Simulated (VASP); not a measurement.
Input of a VASP 6.6.1 run:

INCAR

```
SYSTEM = SnO2
PREC = Accurate ; ENCUT = 520
EDIFF = 1E-6 ; ISMEAR = 0
SIGMA = 0.01 ; LREAL = .False.
LASPH = .True. ; NELM = 100
ALGO = Normal ; ISIF = 2
LWAVE = .False. ; LCHARG = .True.
GGA = PS ; LELF = .True.
LVHAR = .True. ; NBANDS = 35
```

Contents of KPOINTS:

```
Automatic mesh
0
Gamma
  8 8 8
  0 0 0
```

The input POSCAR:

```
SnO2
1.0
    5.8525750000      0.0000000000      0.0000000000
    3.1185479716      4.9525036779      0.0000000000
   -4.4855615363     -2.4762518668      2.8285240899
Sn O
2 4
Direct
    0.7500000000      0.2500000000      0.5000000000
    0.0000000000      0.0000000000      0.0000000000
    0.7965230000      0.7965230000      0.0000000000
    0.9534770000      0.4534770000      0.5000000000
    0.2034770000      0.2034770000      0.0000000000
    0.5465230000      0.0465230000      0.5000000000
```

Potentials or basis: VASP PAW PBE potentials, release 64 (Sn_d, O).

Command:

```console
$ cat potpaw_PBE.64/Sn_d/POTCAR potpaw_PBE.64/O/POTCAR > POTCAR
$ mpirun -np 1 vasp_std > vasp.out
```

Task: Estimate the largest force.

Result: 0.056 eV/Å.

Task: Predict the band gap on the k mesh.

Result: 1.56 eV, indirect (least direct gap 1.94 eV).

Task: Predict the pressure.

Result: 1.3 GPa.

Stress tensor (GPa, compression positive):
```
 0.87 -0.38  0.00
-0.38  1.35  0.00
 0.00  0.00  1.55
```

Caveat: the PAW data sets were made with another functional, which shifts forces and pressure a little; spin-orbit coupling is left out, which moves the levels of the heavy elements. A k mesh can miss the band edges.
